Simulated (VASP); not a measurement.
# Zr2Ti (Fd-3m) in VASP: a series of runs, part 2 of 2

VASP 6.6.1. The steps go on from the part before.

### 4 Relaxation of cell and atoms, PBE

INCAR reads:

```
PREC     = Accurate       # precision mode
ENCUT    = 500            # plane-wave cutoff, eV
EDIFF    = 1E-7           # SCF threshold, eV
ISMEAR   = 0              # smearing method
SIGMA    = 0.1            # smearing width, eV
LREAL    = False          # projectors in reciprocal space
LASPH    = True           # aspherical terms in the spheres
NELM     = 120            # most SCF steps
ALGO     = Normal         # electronic algorithm
ISIF     = 3              # what is computed and relaxed
LWAVE    = False          # write WAVECAR
LCHARG   = False          # write CHGCAR
GGA      = PE             # functional
IBRION   = 2              # ionic algorithm
NSW      = 90             # ionic steps
EDIFFG   = -0.04          # ionic threshold
GGA_COMPAT= False        
NELMIN   = 4
```

KPOINTS reads:

```
Automatic mesh
0
Gamma
  4 4 4
```

POSCAR reads:

```
Zr2Ti
1.0
    0.0000000000      3.6198098014      3.6198098014
    3.6198098014      0.0000000000      3.6198098014
    3.6198098014      3.6198098014      0.0000000000
Zr Ti
4 2
Direct
    0.6250000000      0.6250000000      0.6250000000
    0.1250000000      0.6250000000      0.6250000000
    0.6250000000      0.6250000000      0.1250000000
    0.6250000000      0.1250000000      0.6250000000
    0.0000000000      0.0000000000      0.0000000000
    0.2500000000      0.2500000000      0.2500000000
```

Potentials or basis: VASP PAW PBE potentials, release 64 (Zr_sv, Ti_sv).

Started as:

```
cat potpaw_PBE.64/Zr_sv/POTCAR potpaw_PBE.64/Ti_sv/POTCAR > POTCAR
mpirun -np 1 vasp_std > vasp.out
```

OUTCAR:

```text
PREC = Accurate
   ENCUT = 500
   EDIFF = 1E-7
   ISMEAR = 0
   LREAL = False
   LASPH = True
   NELM = 120
   ISIF = 3
   GGA = PE
   IBRION = 2
   NSW = 90
   EDIFFG = -0.04
   NELMIN = 4

 ion  position               nearest neighbor table
   1  0.625  0.625  0.625-   2 2.56   3 2.56   4 2.56   3 2.56   4 2.56   2 2.56   6 3.00   5 3.00
                             6 3.00   5 3.00   6 3.00   5 3.00
   2  0.125  0.625  0.625-   1 2.56   3 2.56   4 2.56   1 2.56   3 2.56   4 2.56   5 3.00   6 3.00
                             5 3.00   5 3.00   6 3.00   6 3.00
   3  0.625  0.625  0.125-   1 2.56   1 2.56   2 2.56   4 2.56   4 2.56   2 2.56   6 3.00   5 3.00
                             6 3.00   5 3.00   6 3.00   5 3.00
   4  0.625  0.125  0.625-   1 2.56   3 2.56   1 2.56   2 2.56   3 2.56   2 2.56   5 3.00   6 3.00
                             5 3.00   6 3.00   6 3.00   5 3.00
   5  0.000  0.000  0.000-   1 3.00   3 3.00   4 3.00   1 3.00   2 3.00   3 3.00   1 3.00   2 3.00
                             4 3.00   2 3.00   3 3.00   4 3.00
[... 177 lines left out ...]
  ext. energy  EPLUGINS =         0.00000000
  ---------------------------------------------------
  free energy    TOTEN  =       -42.14670423 eV

  energy without entropy =      -42.07228171  energy(sigma->0) =      -42.10949297

 E-fermi :  11.9728     XC(G=0): -12.5823

 val. band max:       11.9616212961   @ k =   0.5000   0.2500   0.0000
 cond. band min:      12.0081912169   @ k =  -0.2500   0.2500   0.0000
 fundamental gap:      0.0465699208
 Fermi energy:        11.9728157811
[... 860 lines left out ...]
--------------------------------------- Ionic step        4  -------------------------------------------

 number of electron      71.9999988 magnetization

 Free energy of the ion-electron system (eV)
  ---------------------------------------------------
  ext. energy  EPLUGINS =         0.00000000
  ---------------------------------------------------
  free energy    TOTEN  =       -46.78887750 eV

  energy without entropy =      -46.67830725  energy(sigma->0) =      -46.73359238

 E-fermi :   8.0036     XC(G=0): -10.9708

 val. band max:        7.9940641348   @ k =   0.5000   0.0000   0.0000
 cond. band min:       8.0078152871   @ k =  -0.2500   0.2500   0.0000
 fundamental gap:      0.0137511523
 Fermi energy:         8.0036194045
[... 399 lines left out ...]
  FREE ENERGIE OF THE ION-ELECTRON SYSTEM (eV)
  ---------------------------------------------------
  free  energy   TOTEN  =       -46.7888775015 eV

  energy  without entropy=      -46.6783072493  energy(sigma->0) =      -46.73359238

 reached required accuracy - stopping structural energy minimisation
```

Wall time 8.6 min (1 thread of Oxide Virtual Turin-like, shared host); peak memory 0.22 GiB.

What came out:

- Free energy: -46.7889 eV
- Relaxed volume: 22.10 Å³/atom
- Relaxed cell: a = 5.724 Å, b = 5.724 Å, c = 5.724 Å, α = 60.00°, β = 60.00°, γ = 60.00°
- Space group after relaxing (to 0.1 Å): Fd-3m (No. 227)
- Energy gained by relaxing: 773.7 meV/atom
- Ionic steps: 4
- Pressure after relaxing: -0.3 GPa
- Band gap on the k mesh: zero (bands 36 and 37 overlap by 0.06 eV)

The path:
```
step  energy change (eV)  largest force (eV/Å)  pressure (GPa)  volume (Å³)
   1              0.0000                0.0000           50.91        94.86
   2             -1.6001                0.0000          -15.13       181.90
   3             -4.6371                0.0000           -1.04       133.80
   4             -4.6422                0.0000           -0.28       132.59
```

Final structure:
```yaml
crystal:
  lattice:
    - [0.00000, 4.04721, 4.04721]
    - [4.04721, 0.00000, 4.04721]
    - [4.04721, 4.04721, 0.00000]
  atoms:
    - { symbol: Zr, position: [0.62500, 0.62500, 0.62500] }
    - { symbol: Zr, position: [0.12500, 0.62500, 0.62500] }
    - { symbol: Zr, position: [0.62500, 0.62500, 0.12500] }
    - { symbol: Zr, position: [0.62500, 0.12500, 0.62500] }
    - { symbol: Ti, position: [0.00000, 0.00000, 0.00000] }
    - { symbol: Ti, position: [0.25000, 0.25000, 0.25000] }
```

Caveat: the k points lie up to 0.34 Å⁻¹ apart in the final cell; the volume moved by over 15 % at a fixed basis, so the end points are rough.

### 5 Overview

| task | cell | gap on the mesh (eV) | pressure (GPa) |
| --- | --- | --- | --- |
| single point | a = 5.119 Å, angles 60.0°, 6 atoms | none | 50.8 |
| single point | a = 5.721 Å, angles 60.0°, 6 atoms | none | 0.1 |
| relaxation of cell and atoms | relaxed from a = 5.119 Å, angles 60.0°, 6 atoms | none | -0.3 |

Alike in all rows: level PBE; potentials or basis VASP PAW PBE potentials, release 64 (Zr_sv, Ti_sv); no spin polarisation; k mesh 4 × 4 × 4; cutoff (eV) 500; smearing gaussian 0.1 eV.

Caveats: some runs use coarse meshes; the volume moved by over 15 % at a fixed basis, so the end points are rough (at least some runs).

Absolute energies hang on the potentials; compare differences alone.

The gap in the log of VASP goes by the Fermi energy; the results here count the filled bands.